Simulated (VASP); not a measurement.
# AlRu (Pm) in VASP: single point with PBEsol

Aim: the single point of AlRu with PBEsol.

Everything below comes from runs of VASP 6.6.1. Logs are shortened: lines on timing, memory, paths and dates and some standing lists are left out, and cuts for length are marked.

## 1. The cell of the first run

The structure is monoclinic, space group Pm (No. 6). Conventional cell: a = 2.976 Å, b = 2.976 Å, c = 8.943 Å, α = 90.00°, β = 93.18°, γ = 90.00°. Within 3.4 Å of Al (site symmetry m) lie 8 Ru at 2.58 Å and 6 Al at 2.98 to 3.02 Å. Within 3.4 Å of Al (site symmetry m) lie 8 Ru at 2.58 Å and 6 Al at 2.98 Å. Within 3.1 Å of Al (site symmetry m) lie 8 Ru at 2.33 to 2.89 Å and 6 Al at 2.98 to 3.02 Å. Ru (site symmetry m) has 8 Al at 2.33 to 2.89 Å and 6 Ru at 2.98 to 3.02 Å within 3.1 Å. Within 3.4 Å of Ru (site symmetry m) lie 8 Al at 2.58 Å and 6 Ru at 2.98 Å. Ru (site symmetry m) has 8 Al at 2.58 Å and 6 Ru at 2.98 to 3.02 Å within 3.4 Å.

## 2. Single point, PBEsol (the part above a cut slid along it)

INCAR

```
PREC = Accurate
ENCUT = 520
EDIFF = 1E-6
ISMEAR = 0
SIGMA = 0.15
LREAL = F
LASPH = T
NELM = 100
ALGO = Fast
ISIF = 2
LWAVE = F
LCHARG = F
GGA = PS
NBANDS = 34
KPAR = 4
```

KPOINTS

```
Automatic mesh
0
Gamma
  20 20 7
```

POSCAR

```
AlRu
1.0
    0.0000000000     -2.9764078218      0.0000000000
    0.0000000000      0.0000000000     -2.9764078218
    8.9292234653      0.0000000000     -0.4960679703
Al Ru
3 3
Direct
    0.0000000000     -0.0416638889      0.2499833333
    0.0000000000     -0.0972194444      0.5833166667
    0.0000000000     -0.1527750000      0.9166500000
    0.5000000000      0.4861138889      0.0833166667
    0.5000000000      0.4305583333      0.4166500000
    0.5000000000      0.3750027778      0.7499833333
```

Potentials or basis: VASP PAW PBE potentials, release 64 (Al, Ru_pv).

On the command line:

```bash
cat potpaw_PBE.64/Al/POTCAR potpaw_PBE.64/Ru_pv/POTCAR > POTCAR
mpirun -np 4 vasp_std > vasp.out
```

OUTCAR:

```text
PREC = Accurate
   ENCUT = 520
   EDIFF = 1E-6
   ISMEAR = 0
   LREAL = F
   LASPH = T
   NELM = 100
   ISIF = 2
   GGA = PS

 ion  position               nearest neighbor table
   1  0.000  0.958  0.250-   4 2.58   4 2.58   4 2.58   4 2.58   5 2.58   5 2.58   5 2.58   5 2.58
                             2 2.98   3 3.02
   2  0.000  0.903  0.583-   6 2.58   6 2.58   6 2.58   6 2.58   5 2.58   5 2.58   5 2.58   5 2.58
                             3 2.98   1 2.98
   3  0.000  0.847  0.917-   4 2.33   4 2.33   6 2.58   6 2.58   6 2.58   6 2.58   4 2.89   4 2.89
                             2 2.98   1 3.02
   4  0.500  0.486  0.083-   3 2.33   3 2.33   1 2.58   1 2.58   1 2.58   1 2.58   3 2.89   3 2.89
                             5 2.98   6 3.02
   5  0.500  0.431  0.417-   2 2.58   2 2.58   1 2.58   1 2.58   1 2.58   1 2.58   2 2.58   2 2.58
                             4 2.98   6 2.98
   6  0.500  0.375  0.750-   2 2.58   2 2.58   2 2.58   2 2.58   3 2.58   3 2.58   3 2.58   3 2.58
                             5 2.98   4 3.02

  LATTYP: Found a simple monoclinic cell.
 ALAT       =     2.9764078218
 B/A-ratio  =     1.0000000000
 C/A-ratio  =     3.0046260629
 COS(beta)  =    -0.0554700196

  Lattice vectors:

 A1 = (   0.0000000000,   0.0000000000,  -2.9764078218)
 A2 = (   0.0000000000,  -2.9764078218,   0.0000000000)
 A3 = (  -8.9292234653,   0.0000000000,   0.4960679703)

Analysis of symmetry for initial positions (statically):
=====================================================================
 Subroutine PRICEL returns:
 Original cell was already a primitive cell.

 Routine SETGRP: Setting up the symmetry group for a
 simple monoclinic supercell.

 Subroutine GETGRP returns: Found  2 space group operations
 (whereof  2 operations were pure point group operations)
 out of a pool of  4 trial point group operations.

The static configuration has the point symmetry C_1h.

Analysis of symmetry for dynamics (positions and initial velocities):
=====================================================================
 Subroutine PRICEL returns:
 Original cell was already a primitive cell.

 Routine SETGRP: Setting up the symmetry group for a
 simple monoclinic supercell.

 Subroutine GETGRP returns: Found  2 space group operations
 (whereof  2 operations were pure point group operations)
 out of a pool of  4 trial point group operations.

The dynamic configuration has the point symmetry C_1h.

 Subroutine INISYM returns: Found  2 space group operations
 (whereof  2 operations are pure point group operations),
 and found     1 'primitive' translations

----------------------------------------------------------------------------------------

                                     Primitive cell

  volume of cell :      79.1040

  direct lattice vectors                    reciprocal lattice vectors
     0.000000000 -2.976407822  0.000000000     0.000000000 -0.335975464  0.000000000
     0.000000000  0.000000000 -2.976407822    -0.018665304  0.000000000 -0.335975464
     8.929223465  0.000000000 -0.496067970     0.111991821  0.000000000  0.000000000

  length of vectors
     2.976407822  2.976407822  8.942992515     0.335975464  0.336493546  0.111991821

  position of ions in fractional coordinates (direct lattice)
     0.000000000  0.958336111  0.249983333
     0.000000000  0.902780556  0.583316667
     0.000000000  0.847225000  0.916650000
     0.500000000  0.486113889  0.083316667
     0.500000000  0.430558333  0.416650000
     0.500000000  0.375002778  0.749983333

  ion indices of the primitive-cell ions
   primitive index   ion index
                 1           1
                 2           2
                 3           3
                 4           4
                 5           5
                 6           6

----------------------------------------------------------------------------------------

 KPOINTS: Automatic mesh

Automatic generation of k-mesh.
 Grid dimensions read from file:
 generate k-points for:   20   20    7

 Generating k-lattice:

  Cartesian coordinates                     Fractional coordinates (reciprocal lattice)
     0.000000000 -0.016798773  0.000000000     0.050000000  0.000000000  0.000000000
    -0.000933265  0.000000000 -0.016798773     0.000000000  0.050000000  0.000000000
     0.015998832  0.000000000  0.000000000     0.000000000  0.000000000  0.142857143

  Length of vectors
     0.016798773  0.016824677  0.015998832

  Shift w.r.t. Gamma in fractional coordinates (k-lattice)
     0.000000000  0.000000000  0.000000000

 Subroutine IBZKPT returns following result:
 ===========================================

 Found    781 irreducible k-points:

 Following reciprocal coordinates:
            Coordinates               Weight
  0.000000  0.000000  0.000000      1.000000
  0.050000  0.000000  0.000000      2.000000
  0.100000  0.000000  0.000000      2.000000
  0.150000  0.000000  0.000000      2.000000
  0.200000  0.000000  0.000000      2.000000
  0.250000  0.000000  0.000000      2.000000
[... 16 lines left out ...]
  0.000000  0.100000  0.000000      2.000000
  0.050000  0.100000  0.000000      4.000000
 [... further k-points ...]
   k-points           NKPTS =    781   k-points in BZ     NKDIM =    781   number of bands    NBANDS=     34
   number of dos      NEDOS =    301   number of ions     NIONS =      6
   total plane-waves  NPLWV =  40320
   dimension x,y,z NGX =    24 NGY =   24 NGZ =   70
   dimension x,y,z NGXF=    48 NGYF=   48 NGZF=  140
   ions per type =               3   3
   NGX,Y,Z   is equivalent  to a cutoff of  13.41, 13.41, 13.01 a.u.
   NGXF,Y,Z  is equivalent  to a cutoff of  26.81, 26.81, 26.03 a.u.
 SYSTEM =  unknown system
   PREC   = accura    normal or accurate (medium, high low for compatibility)
   ISTART =      0    job   : 0-new  1-cont  2-samecut
   ICHARG =      2    charge: 1-file 2-atom 10-const
   ISPIN  =      1    spin polarized calculation?
   LNONCOLLINEAR =      F non collinear calculations
   LSORBIT =      F    spin-orbit coupling
   LASPH  =      T    aspherical Exc in radial PAW
   ENCUT  =  520.0 eV  38.22 Ry    6.18 a.u.   5.53  5.53 16.63*2*pi/ulx,y,z
   NELM   =    100;   NELMIN=  2; NELMDL= -5     # of ELM steps
   EDIFF  = 0.1E-05   stopping-criterion for ELM
   LREAL  =      F    real-space projection
   EDIFFG = 0.1E-04   stopping-criterion for IOM
   NSW    =      0    number of steps for IOM
   IBRION =     -1    ionic relax: 0-MD 1-quasi-New 2-CG
   NFREE  =      0    steps in history (QN), initial steepest desc. (CG)
   ISIF   =      2    stress and relaxation
   ISYM   =      2    0-nonsym 1-usesym 2-fastsym
   POTIM  = 0.5000    time-step for ionic-motion
   TEBEG  =    0.0;   TEEND  =   0.0 temperature during run
   PSTRESS=    0.0 pullay stress
   NELECT =      51.0000    total number of electrons
   NUPDOWN=      -1.0000    fix difference up-down
   EMIN   =  10.00;   EMAX   =-10.00  energy-range for DOS
   EFERMI =   0.00;   METHOD = LEGACY
   ISMEAR =     0;   SIGMA  =   0.15  broadening in eV -4-tet -1-fermi 0-gaus
   EFERMI_NEDOS =   21; number of points for ismear=-14 and -15
   IALGO  =     68    algorithm
   IMIX   =      4    mixing-type and parameters
     AMIX     =   0.40;   BMIX     =  1.00
     AMIX_MAG =   1.60;   BMIX_MAG =  1.00
  volume/ion in A,a.u.               =      13.18        88.97
  Fermi-wavevector in a.u.,A,eV,Ry     =   1.414269  2.672581 27.213787  2.000157
  Thomas-Fermi vector in A             =   2.535829
   LORBIT       =      0    0 simple, 1 ext, 2 COOP (PROOUT), +10 PAW based schemes
   GGA     = PS    functional components
   LHFCALC =     F    Hartree Fock is set to
   AEXX    =    0.0000 exact exchange contribution
   IVDW    =     0    specifies the selected vdW correction
   LEPSILON=     F    determine dielectric tensor
   LRPA    =     F    only Hartree local field effects (RPA)
 non-spin polarized calculation
 RMM-DIIS sequential band-by-band and
 Gauss-broadening in eV      SIGMA  =   0.15
  energy-cutoff  :      520.00
  volume of cell :       79.10
 maximum number of plane-waves:      2162
 NGX is ok and might be reduce to    24
   NGX = 11   NGY = 11   NGZ = 33

 number of electron      50.9999996 magnetization

 Free energy of the ion-electron system (eV)
  ---------------------------------------------------
  ext. energy  EPLUGINS =         0.00000000
  ---------------------------------------------------
  free energy    TOTEN  =       -46.04947047 eV

  energy without entropy =      -45.99463314  energy(sigma->0) =      -46.02205180

 E-fermi :  10.7914     XC(G=0): -12.7561

 val. band max:       10.7912026575   @ k =   0.0000   0.0500   0.1429
 cond. band min:      10.7915094915   @ k =   0.4000  -0.3500   0.4286
 fundamental gap:      0.0003068340
 Fermi energy:        10.7914180199

 k-point     1 :       0.0000    0.0000    0.0000
  band No.  band energies     occupation
      1     -31.0885      2.00000
      2     -31.0620      2.00000
      3     -30.9211      2.00000
      4     -30.9181      2.00000
      5     -30.9131      2.00000
      6     -30.9044      2.00000
[... 26 lines left out ...]
     33      18.7535      0.00000
     34      18.9607      0.00000

 k-point     2 :       0.0500    0.0000    0.0000
  band No.  band energies     occupation
      1     -31.0879      2.00000
      2     -31.0613      2.00000
      3     -30.9237      2.00000
      4     -30.9206      2.00000
      5     -30.9126      2.00000
      6     -30.9099      2.00000
[... 26 lines left out ...]
     33      18.7389      0.00000
     34      18.8319      0.00000

 k-point     3 :       0.1000    0.0000    0.0000
  band No.  band energies     occupation
      1     -31.0860      2.00000
      2     -31.0595      2.00000
      3     -30.9398      2.00000
      4     -30.9256      2.00000
      5     -30.9229      2.00000
      6     -30.9192      2.00000
[... 26 lines left out ...]
     33      18.4142      0.00000
     34      18.5012      0.00000
[... 704 lines left out ...]
 k-point    23 :       0.0000    0.1000    0.0000
  band No.  band energies     occupation
      1     -31.0862      2.00000
      2     -31.0596      2.00000
      3     -30.9384      2.00000
      4     -30.9193      2.00000
      5     -30.9166      2.00000
      6     -30.9163      2.00000
[... 26 lines left out ...]
     33      17.9552      0.00000
     34      18.7152      0.00000

 k-point    24 :       0.0500    0.1000    0.0000
  band No.  band energies     occupation
      1     -31.0855      2.00000
      2     -31.0590      2.00000
      3     -30.9379      2.00000
      4     -30.9218      2.00000
      5     -30.9188      2.00000
      6     -30.9161      2.00000
[... 26 lines left out ...]
     33      18.0127      0.00000
     34      18.7140      0.00000

 [... further k-points ...]
[... 5 lines left out ...]
  --------------------------------------------------------------------------------------
  -------------------------------------------------------------------------------------
  Total        1.9961779      2.0839416      0.4007729      0.0000000      0.0000000      3.1819461
  in kB       40.4307001     42.2082717      8.1172763      0.0000000      0.0000000     64.4473166
  external PRESSURE =      30.2520827 kB  Pullay stress =       0.0000000 kB

 VOLUME and BASIS-vectors are now :
 -----------------------------------------------------------------------------
  energy-cutoff  :      520.00
  volume of cell :       79.10
      direct lattice vectors                 reciprocal lattice vectors
     0.000000000 -2.976407822  0.000000000     0.000000000 -0.335975464  0.000000000
     0.000000000  0.000000000 -2.976407822    -0.018665304  0.000000000 -0.335975464
     8.929223465  0.000000000 -0.496067970     0.111991821  0.000000000  0.000000000

 POSITION                                       TOTAL-FORCE (eV/Angst)
 -----------------------------------------------------------------------------------
      2.23216      0.00000     -2.97641         0.004120      0.000000      0.043731
      5.20856      0.00000     -2.97641         0.009852      0.000000      0.007986
      8.18497      0.00000     -2.97641        -1.439188      0.000000     -1.887023
      0.74395     -1.48820     -1.48820         1.406897      0.000000      1.979223
      3.72036     -1.48820     -1.48820         0.007768      0.000000     -0.006889
      6.69677     -1.48820     -1.48820         0.010552      0.000000     -0.137029
 -----------------------------------------------------------------------------------
    total drift:                                0.000045     -0.000000      0.000271

  FREE ENERGIE OF THE ION-ELECTRON SYSTEM (eV)
  ---------------------------------------------------
  free  energy   TOTEN  =       -46.0494704726 eV

  energy  without entropy=      -45.9946331352  energy(sigma->0) =      -46.02205180
```

It took 23 min on 4 MPI ranks of Oxide Virtual Turin-like, shared host; peak memory 1.4 GiB.

Results:

```yaml
Free_energy: -46.0495 eV
Pressure: 3.0 GPa
Largest_force: 2.428 eV/Å
Band_gap_on_the_k_mesh: zero (an odd number of electrons rules out a gap without spin polarisation)
```

Forces in eV/Å, atoms in the order of the input:
```
Al   0.004  0.000  0.044
Al   0.010  0.000  0.008
Al  -1.439  0.000 -1.887
Ru   1.407  0.000  1.979
Ru   0.008  0.000 -0.007
Ru   0.011  0.000 -0.137
```

Levels at points of the mesh, in eV from the Fermi level:
```csv
k point,band 23,band 24,band 25,band 26,band 27,band 28,band 29,band 30
"(0.00, 0.00, 0.00)",0.03,0.04,0.26,0.38,0.45,2.45,2.60,6.16
"(0.50, 0.00, 0.00)",-1.30,-1.02,-0.89,-0.56,0.32,1.95,2.04,2.34
"(0.00, 0.50, 0.00)",-1.31,-0.88,-0.83,-0.81,0.38,1.90,2.05,2.43
"(0.50, 0.50, 0.00)",-0.11,1.57,1.62,1.65,2.35,2.90,2.96,3.05
```

Caveat: the cell differs from its parent crystal (the part above a cut slid along it); the cell stands under pressure; the PAW data sets were made with another functional, which shifts forces and pressure a little.
